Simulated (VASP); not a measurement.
Write the native input for VASP 6.6.1 that does the following.

| Item | Value |
| --- | --- |
| Task | single point |
| Functional | PBE |
| Dispersion | D3(BJ) |
| Potentials or basis | VASP PAW PBE potentials, release 64 (Sn_d, O_h) |
| Cutoff | 1000 eV |
| k mesh | 7 × 7 × 1 |
| Occupations | gaussian, width 0.05 eV |
| Spin | no spin polarisation |
| Dipole correction | yes |
| Further INCAR settings | ALGO = Normal; EDIFF = 1e-06; NBANDS = 50; NELMDL = -8 |

The structure of SnO lies in POSCAR:

```
SnO
1.0
    3.8205591572     -0.0000144285      0.0000000000
    0.0000145032      3.8205591572      0.0000000000
    0.0000000000      0.0000000000     22.2281056610
Sn O
4 4
Direct
    0.7499972356      0.2500027644      0.2024464014
    0.2499972356      0.7500027644      0.3088006209
    0.6249972356      1.1250027644      0.5000000000
    1.1249972356      0.6250027644      0.6063542196
    0.2499972356      0.2500027644      0.2556235111
    0.7499972356      0.7500027644      0.2556235111
    1.1249972356      1.1250027644      0.5531771098
    0.6249972356      0.6250027644      0.5531771098
```

This cell differs from its parent crystal: layers slid over each other.

One way to write it, as run:

INCAR

```
SYSTEM = SnO
PREC = Accurate
ENCUT = 1000
EDIFF = 1E-6
ISMEAR = 0
SIGMA = 0.05
LREAL = .False.
LASPH = .True.
NELM = 120
ALGO = Normal
ISIF = 2
LWAVE = .False.
LCHARG = .False.
LDIPOL = .True.
IDIPOL = 3
DIPOL = 0.5 0.5 0.404
GGA = PE
IVDW = 12
NBANDS = 50
GGA_COMPAT = .False.
NELMDL = -8
```

KPOINTS

```
Automatic mesh
0
Gamma
  7 7 1
  0 0 0
```

Potentials or basis: VASP PAW PBE potentials, release 64 (Sn_d, O_h).

The run is started by

```sh
$ cat potpaw_PBE.64/Sn_d/POTCAR potpaw_PBE.64/O_h/POTCAR > POTCAR
$ mpirun -np 1 vasp_std > vasp.out
```

Results of the run:

```yaml
Largest_force: 0.154 eV/Å
Band_gap_on_the_k_mesh: 2.58 eV (least direct gap 2.59 eV)
Dispersion_energy_per_atom: -0.154 eV
```

Caveat: the cell differs from its parent crystal (layers slid over each other); spin-orbit coupling is left out, which moves the levels of the heavy elements.

Wall time 20 min on 1 thread of Intel(R) Xeon(R) Platinum 8488C (Sapphire Rapids) (shared host), peak memory 1 GiB.
